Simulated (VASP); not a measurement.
# TaSi4W (F-43m) in VASP: further runs, part 2 of 3

VASP 6.6.1. Earlier steps stand in the parts before.

## 3. Single point, PBE

The input, INCAR:

```
ALGO     = Normal         # electronic algorithm
EDIFF    = 1E-6           # SCF threshold, eV
ENCUT    = 500            # plane-wave cutoff, eV
GGA      = PE             # functional
GGA_COMPAT= False        
ISIF     = 2              # what is computed and relaxed
ISMEAR   = 0              # smearing method
LASPH    = True           # aspherical terms in the spheres
LCHARG   = False          # write CHGCAR
LREAL    = False          # projectors in reciprocal space
LWAVE    = False          # write WAVECAR
NBANDS   = 30             # bands
NELM     = 120            # most SCF steps
PREC     = Accurate       # precision mode
SIGMA    = 0.2            # smearing width, eV
```

The input, KPOINTS:

```
k-points
0
Gamma
  4 4 4
```

The input, POSCAR:

```
TaSi4W
1.0
    0.0000000000      3.4427316283      3.4427316283
    3.4427316283      0.0000000000      3.4427316283
    3.4427316283      3.4427316283      0.0000000000
Ta Si W
1 4 1
Direct
    0.7500000000      0.7500000000      0.7500000000
    0.3746944380      0.3746944380      0.8759166859
    0.8759166859      0.3746944380      0.3746944380
    0.3746944380      0.3746944380      0.3746944380
    0.3746944380      0.8759166859      0.3746944380
    0.0000000000      0.0000000000      0.0000000000
```

Potentials or basis: VASP PAW PBE potentials, release 64 (Ta_pv, Si, W_sv).

On the command line:

```
> cat potpaw_PBE.64/Ta_pv/POTCAR potpaw_PBE.64/Si/POTCAR potpaw_PBE.64/W_sv/POTCAR > POTCAR
> mpirun -np 1 vasp_std > vasp.out
```

OUTCAR:

```text
EDIFF = 1E-6
   ENCUT = 500
   GGA = PE
   ISIF = 2
   ISMEAR = 0
   LASPH = True
   LREAL = False
   NELM = 120
   PREC = Accurate

 ion  position               nearest neighbor table
   1  0.750  0.750  0.750-   2 2.86   5 2.86   2 2.86   3 2.86   3 2.86   5 2.86   4 2.86   4 2.86
                             4 2.86   2 2.86   3 2.86   5 2.86   6 2.98   6 2.98   6 2.98   6 2.98
   2  0.375  0.375  0.876-   3 2.43   4 2.43   5 2.43   5 2.44   3 2.44   4 2.44   6 2.85   6 2.85
                             6 2.85   1 2.86   1 2.86   1 2.86
   3  0.876  0.375  0.375-   2 2.43   4 2.43   5 2.43   5 2.44   2 2.44   4 2.44   6 2.85   6 2.85
                             6 2.85   1 2.86   1 2.86   1 2.86
   4  0.375  0.375  0.375-   2 2.43   3 2.43   5 2.43   3 2.44   5 2.44   2 2.44   6 2.85   6 2.85
                             6 2.85   1 2.86   1 2.86   1 2.86
   5  0.375  0.876  0.375-   2 2.43   3 2.43   4 2.43   3 2.44   2 2.44   4 2.44   6 2.85   6 2.85
                             6 2.85   1 2.86   1 2.86   1 2.86
   6  0.000  0.000  0.000-   2 2.85   3 2.85   5 2.85   4 2.85   4 2.85   4 2.85   2 2.85   3 2.85
                             3 2.85   2 2.85   5 2.85   5 2.85   1 2.98   1 2.98   1 2.98   1 2.98

  LATTYP: Found a face centered cubic cell.
[... 177 lines left out ...]
 fundamental gap:      0.0952966166
 Fermi energy:        11.3733698286

 k-point     1 :       0.0000    0.0000    0.0000
  band No.  band energies     occupation
      1     -62.9608      2.00000
      2     -27.1841      2.00000
      3     -27.1841      2.00000
      4     -27.1841      2.00000
      5     -23.3465      2.00000
      6     -23.3465      2.00000
[... 253 lines left out ...]
     29      15.6128      0.00000
     30      17.5568      0.00000

------------------------ aborting loop because EDIFF is reached ----------------------------------------

  FORCE on cell =-STRESS in cart. coord.  units (eV):
  Direction    XX          YY          ZZ          XY          YZ          ZX
  --------------------------------------------------------------------------------------
  -------------------------------------------------------------------------------------
  Total       -0.0408831     -0.0408831     -0.0408831     -0.0000000     -0.0000000     -0.0000000
  in kB       -0.8026293     -0.8026293     -0.8026293     -0.0000000     -0.0000000     -0.0000000
  external PRESSURE =      -0.8026293 kB  Pullay stress =       0.0000000 kB

 VOLUME and BASIS-vectors are now :
 -----------------------------------------------------------------------------
  energy-cutoff  :      500.00
  volume of cell :       81.61
      direct lattice vectors                 reciprocal lattice vectors
     0.000000000  3.442731628  3.442731628    -0.145233510  0.145233510  0.145233510
     3.442731628  0.000000000  3.442731628     0.145233510 -0.145233510  0.145233510
     3.442731628  3.442731628  0.000000000     0.145233510  0.145233510 -0.145233510

 POSITION                                       TOTAL-FORCE (eV/Angst)
 -----------------------------------------------------------------------------------
      5.16410      5.16410      5.16410         0.000000      0.000000      0.000000
      4.30552      4.30552      2.57994        -0.000013     -0.000013      0.000013
      2.57994      4.30552      4.30552         0.000013     -0.000013     -0.000013
      2.57994      2.57994      2.57994         0.000013      0.000013      0.000013
      4.30552      2.57994      4.30552        -0.000013      0.000013     -0.000013
      0.00000      0.00000      0.00000         0.000000      0.000000      0.000000
 -----------------------------------------------------------------------------------
    total drift:                                0.000000      0.000000      0.000000

  FREE ENERGIE OF THE ION-ELECTRON SYSTEM (eV)
  ---------------------------------------------------
  free  energy   TOTEN  =       -44.4536099943 eV

  energy  without entropy=      -44.3478312404  energy(sigma->0) =      -44.40072062
```

stdout:

```text
POSCAR found type information on POSCAR TaSiW
 POSCAR found :  3 types and       6 ions
 scaLAPACK will be used
 LDA part: xc-table for (Slater+PW92), standard interpolation
 POSCAR, INCAR and KPOINTS ok, starting setup
 FFT: planning ... GRIDC
 FFT: planning ... GRID_SOFT
 FFT: planning ... GRID
 WAVECAR not read
 entering main loop
```

Run time: 12 s. Hardware: 1 thread of Intel Xeon Platinum 8488C (Sapphire Rapids), shared host; peak memory 0.21 GiB.

Results:

```
Free energy            : -44.4536 eV
Pressure               : -0.1 GPa
Band gap on the k mesh : zero (an odd number of electrons rules out a gap without spin polarisation)
```

Levels at points of the mesh, in eV from the Fermi level:
```tsv
k point	band 16	band 17	band 18	band 19	band 20	band 21	band 22	band 23	band 24	band 25
(0.00, 0.00, 0.00)	-5.64	-5.64	-2.59	0.20	0.20	0.20	1.48	1.48	2.42	2.42
(0.50, 0.00, 0.00)	-3.20	-3.20	-0.66	-0.66	-0.60	0.64	0.64	0.77	1.83	1.83
(0.50, 0.50, 0.00)	-2.32	-2.28	-2.28	-2.15	-1.76	-1.76	1.61	1.76	2.77	2.77
```

Caveat: the k points lie up to 0.40 Å⁻¹ apart, too coarse for converged energies and pressures of a metal; spin-orbit coupling is left out, which moves the levels of the heavy elements; an odd number of electrons without spin polarisation forces a metal; a magnetic or distorted state may lie lower.

## 4. Single point, PBE

The input, INCAR:

```
SYSTEM = TaSi4W
PREC = Accurate ; ENCUT = 500
EDIFF = 1E-6 ; ISMEAR = 0
SIGMA = 0.2 ; LREAL = .False.
LASPH = .True. ; NELM = 120
ALGO = Normal ; ISIF = 2
LWAVE = .False. ; LCHARG = .False.
GGA = PE ; NBANDS = 30
GGA_COMPAT = .False.
```

The input, KPOINTS:

```
regular mesh
0
Gamma
  4 4 4
  0 0 0
```

The input, POSCAR:

```
TaSi4W
1.0
    0.0000000000      3.4443733397      3.4443733397
    3.4443733397      0.0000000000      3.4443733397
    3.4443733397      3.4443733397      0.0000000000
Ta Si W
1 4 1
Direct
    0.2500000000      0.2500000000      0.2500000000
    0.1239367617      0.6253544128      0.6253544128
    0.6253544128      0.1239367617      0.6253544128
    0.6253544128      0.6253544128      0.6253544128
    0.6253544128      0.6253544128      0.1239367617
    0.0000000000      0.0000000000      0.0000000000
```

Potentials or basis: VASP PAW PBE potentials, release 64 (Ta_pv, Si, W_sv).

On the command line:

```
> cat potpaw_PBE.64/Ta_pv/POTCAR potpaw_PBE.64/Si/POTCAR potpaw_PBE.64/W_sv/POTCAR > POTCAR
> mpirun -np 1 vasp_std > vasp.out
```

OUTCAR:

```text
SYSTEM = TaSi4W
   PREC = Accurate
   ENCUT = 500
   EDIFF = 1E-6
   ISMEAR = 0
   LREAL = .False.
   LASPH = .True.
   NELM = 120
   ISIF = 2
   GGA = PE

 ion  position               nearest neighbor table
   1  0.250  0.250  0.250-   2 2.86   3 2.86   2 2.86   5 2.86   3 2.86   5 2.86   4 2.86   4 2.86
                             4 2.86   2 2.86   3 2.86   5 2.86   6 2.98   6 2.98   6 2.98   6 2.98
   2  0.124  0.625  0.625-   3 2.43   4 2.43   5 2.43   4 2.44   5 2.44   3 2.44   6 2.86   6 2.86
                             6 2.86   1 2.86   1 2.86   1 2.86
   3  0.625  0.124  0.625-   2 2.43   4 2.43   5 2.43   5 2.44   4 2.44   2 2.44   6 2.86   6 2.86
                             6 2.86   1 2.86   1 2.86   1 2.86
   4  0.625  0.625  0.625-   2 2.43   3 2.43   5 2.43   5 2.44   3 2.44   2 2.44   6 2.86   6 2.86
                             6 2.86   1 2.86   1 2.86   1 2.86
   5  0.625  0.625  0.124-   2 2.43   3 2.43   4 2.43   4 2.44   3 2.44   2 2.44   6 2.86   6 2.86
                             6 2.86   1 2.86   1 2.86   1 2.86
   6  0.000  0.000  0.000-   2 2.86   3 2.86   5 2.86   4 2.86   4 2.86   4 2.86   2 2.86   3 2.86
                             3 2.86   5 2.86   5 2.86   2 2.86   1 2.98   1 2.98   1 2.98   1 2.98

  LATTYP: Found a face centered cubic cell.
 ALAT       =     6.8887466794

  Lattice vectors:

 A1 = (   0.0000000000,   3.4443733397,   3.4443733397)
 A2 = (   3.4443733397,   0.0000000000,   3.4443733397)
 A3 = (   3.4443733397,   3.4443733397,   0.0000000000)

Analysis of symmetry for initial positions (statically):
=====================================================================
 Subroutine PRICEL returns:
 Original cell was already a primitive cell.

 Routine SETGRP: Setting up the symmetry group for a
 face centered cubic supercell.

 Subroutine GETGRP returns: Found 24 space group operations
 (whereof 24 operations were pure point group operations)
 out of a pool of 48 trial point group operations.

The static configuration has the point symmetry T_d .

Analysis of symmetry for dynamics (positions and initial velocities):
=====================================================================
 Subroutine PRICEL returns:
 Original cell was already a primitive cell.

 Routine SETGRP: Setting up the symmetry group for a
 face centered cubic supercell.

 Subroutine GETGRP returns: Found 24 space group operations
 (whereof 24 operations were pure point group operations)
 out of a pool of 48 trial point group operations.

The dynamic configuration has the point symmetry T_d .

 Subroutine INISYM returns: Found 24 space group operations
 (whereof 24 operations are pure point group operations),
 and found     1 'primitive' translations

----------------------------------------------------------------------------------------

                                     Primitive cell

  volume of cell :      81.7261

  direct lattice vectors                    reciprocal lattice vectors
     0.000000000  3.444373340  3.444373340    -0.145164287  0.145164287  0.145164287
     3.444373340  0.000000000  3.444373340     0.145164287 -0.145164287  0.145164287
     3.444373340  3.444373340  0.000000000     0.145164287  0.145164287 -0.145164287

  length of vectors
     4.871079491  4.871079491  4.871079491     0.251431921  0.251431921  0.251431921

  position of ions in fractional coordinates (direct lattice)
     0.250000000  0.250000000  0.250000000
     0.123936762  0.625354413  0.625354413
[... 36 lines left out ...]
 ===========================================

 Found      8 irreducible k-points:

 Following reciprocal coordinates:
            Coordinates               Weight
  0.000000  0.000000  0.000000      1.000000
  0.250000  0.000000  0.000000      8.000000
  0.500000  0.000000  0.000000      4.000000
  0.250000  0.250000  0.000000      6.000000
  0.500000  0.250000  0.000000     24.000000
 -0.250000  0.250000  0.000000     12.000000
  0.500000  0.500000  0.000000      3.000000
 -0.250000  0.500000  0.250000      6.000000
   k-points           NKPTS =      8   k-points in BZ     NKDIM =      8   number of bands    NBANDS=     30
   number of dos      NEDOS =    301   number of ions     NIONS =      6
   total plane-waves  NPLWV =  46656
   dimension x,y,z NGX =    36 NGY =   36 NGZ =   36
   dimension x,y,z NGXF=    72 NGYF=   72 NGZF=   72
   ions per type =               1   4   1
   NGX,Y,Z   is equivalent  to a cutoff of  12.29, 12.29, 12.29 a.u.
   NGXF,Y,Z  is equivalent  to a cutoff of  24.57, 24.57, 24.57 a.u.
 SYSTEM =  TaSi4W
   PREC   = accura    normal or accurate (medium, high low for compatibility)
   ISTART =      0    job   : 0-new  1-cont  2-samecut
   ICHARG =      2    charge: 1-file 2-atom 10-const
   ISPIN  =      1    spin polarized calculation?
   LNONCOLLINEAR =      F non collinear calculations
   LSORBIT =      F    spin-orbit coupling
   LASPH  =      T    aspherical Exc in radial PAW
   ENCUT  =  500.0 eV  36.75 Ry    6.06 a.u.   8.88  8.88  8.88*2*pi/ulx,y,z
   NELM   =    120;   NELMIN=  2; NELMDL= -5     # of ELM steps
   EDIFF  = 0.1E-05   stopping-criterion for ELM
   LREAL  =      F    real-space projection
[... 7 lines left out ...]
   TEBEG  =    0.0;   TEEND  =   0.0 temperature during run
   PSTRESS=    0.0 pullay stress
   NELECT =      41.0000    total number of electrons
   NUPDOWN=      -1.0000    fix difference up-down
   EMIN   =  10.00;   EMAX   =-10.00  energy-range for DOS
   EFERMI =   0.00;   METHOD = LEGACY
   ISMEAR =     0;   SIGMA  =   0.20  broadening in eV -4-tet -1-fermi 0-gaus
   EFERMI_NEDOS =   21; number of points for ismear=-14 and -15
   IALGO  =     38    algorithm
   IMIX   =      4    mixing-type and parameters
     AMIX     =   0.40;   BMIX     =  1.00
     AMIX_MAG =   1.60;   BMIX_MAG =  1.00
  volume/ion in A,a.u.               =      13.62        91.92
  Fermi-wavevector in a.u.,A,eV,Ry     =   1.300816  2.458186 23.022724  1.692122
  Thomas-Fermi vector in A             =   2.431990
   LORBIT       =      0    0 simple, 1 ext, 2 COOP (PROOUT), +10 PAW based schemes
   GGA     = PE    functional components
   LHFCALC =     F    Hartree Fock is set to
   AEXX    =    0.0000 exact exchange contribution
   IVDW    =     0    specifies the selected vdW correction
   LEPSILON=     F    determine dielectric tensor
   LRPA    =     F    only Hartree local field effects (RPA)
 non-spin polarized calculation
 Gauss-broadening in eV      SIGMA  =   0.20
  energy-cutoff  :      500.00
  volume of cell :       81.73
 maximum number of plane-waves:      2120
   NGX = 17   NGY = 17   NGZ = 17

 number of electron      41.0000003 magnetization

 Free energy of the ion-electron system (eV)
  ---------------------------------------------------
  ext. energy  EPLUGINS =         0.00000000
  ---------------------------------------------------
  free energy    TOTEN  =       -44.45348483 eV

  energy without entropy =      -44.34718919  energy(sigma->0) =      -44.40033701

 E-fermi :  11.3541     XC(G=0): -12.4425

 val. band max:       11.2832759218   @ k =   0.5000   0.2500   0.0000
 cond. band min:      11.3784757723   @ k =   0.2500   0.2500   0.0000
 fundamental gap:      0.0951998505
 Fermi energy:        11.3540648316

 k-point     1 :       0.0000    0.0000    0.0000
  band No.  band energies     occupation
      1     -62.9814      2.00000
      2     -27.2039      2.00000
      3     -27.2039      2.00000
      4     -27.2039      2.00000
      5     -23.3695      2.00000
      6     -23.3695      2.00000
[... 253 lines left out ...]
     29      15.5863      0.00000
     30      17.5317      0.00000

------------------------ aborting loop because EDIFF is reached ----------------------------------------

  FORCE on cell =-STRESS in cart. coord.  units (eV):
  Direction    XX          YY          ZZ          XY          YZ          ZX
  --------------------------------------------------------------------------------------
  -------------------------------------------------------------------------------------
  Total       -0.1710497     -0.1710497     -0.1710497     -0.0000000     -0.0000000     -0.0000000
  in kB       -3.3532985     -3.3532985     -3.3532985     -0.0000000     -0.0000000     -0.0000000
  external PRESSURE =      -3.3532985 kB  Pullay stress =       0.0000000 kB

 VOLUME and BASIS-vectors are now :
 -----------------------------------------------------------------------------
  energy-cutoff  :      500.00
  volume of cell :       81.73
      direct lattice vectors                 reciprocal lattice vectors
     0.000000000  3.444373340  3.444373340    -0.145164287  0.145164287  0.145164287
     3.444373340  0.000000000  3.444373340     0.145164287 -0.145164287  0.145164287
     3.444373340  3.444373340  0.000000000     0.145164287  0.145164287 -0.145164287

 POSITION                                       TOTAL-FORCE (eV/Angst)
 -----------------------------------------------------------------------------------
      1.72219      1.72219      1.72219         0.000000     -0.000000     -0.000000
      4.30791      2.58084      2.58084        -0.010957      0.010957      0.010957
      2.58084      4.30791      2.58084         0.010957     -0.010957      0.010957
      4.30791      4.30791      4.30791        -0.010957     -0.010957     -0.010957
      2.58084      2.58084      4.30791         0.010957      0.010957     -0.010957
      0.00000      0.00000      0.00000         0.000000     -0.000000     -0.000000
 -----------------------------------------------------------------------------------
    total drift:                               -0.000000     -0.000000     -0.000000

  FREE ENERGIE OF THE ION-ELECTRON SYSTEM (eV)
  ---------------------------------------------------
  free  energy   TOTEN  =       -44.4534848347 eV

  energy  without entropy=      -44.3471891942  energy(sigma->0) =      -44.40033701
```

Run time: 13 s. Hardware: 1 thread of Intel Xeon Platinum 8488C (Sapphire Rapids), shared host; peak memory 0.21 GiB.

What came out:

```yaml
Free_energy: -44.4535 eV
Pressure: -0.3 GPa
Largest_force: 0.019 eV/Å
Band_gap_on_the_k_mesh: zero (an odd number of electrons rules out a gap without spin polarisation)
```

Forces on the atoms (eV/Å):
```
Ta   0.000  0.000  0.000
Si  -0.011  0.011  0.011
Si   0.011 -0.011  0.011
Si  -0.011 -0.011 -0.011
Si   0.011  0.011 -0.011
W    0.000  0.000  0.000
```

Caveat: the k points lie up to 0.39 Å⁻¹ apart, too coarse for converged energies and pressures of a metal; spin-orbit coupling is left out, which moves the levels of the heavy elements; an odd number of electrons without spin polarisation forces a metal; a magnetic or distorted state may lie lower.

(Continued in part 3 of 3.)

The gap in the log of VASP goes by the Fermi energy; the results here count the filled bands.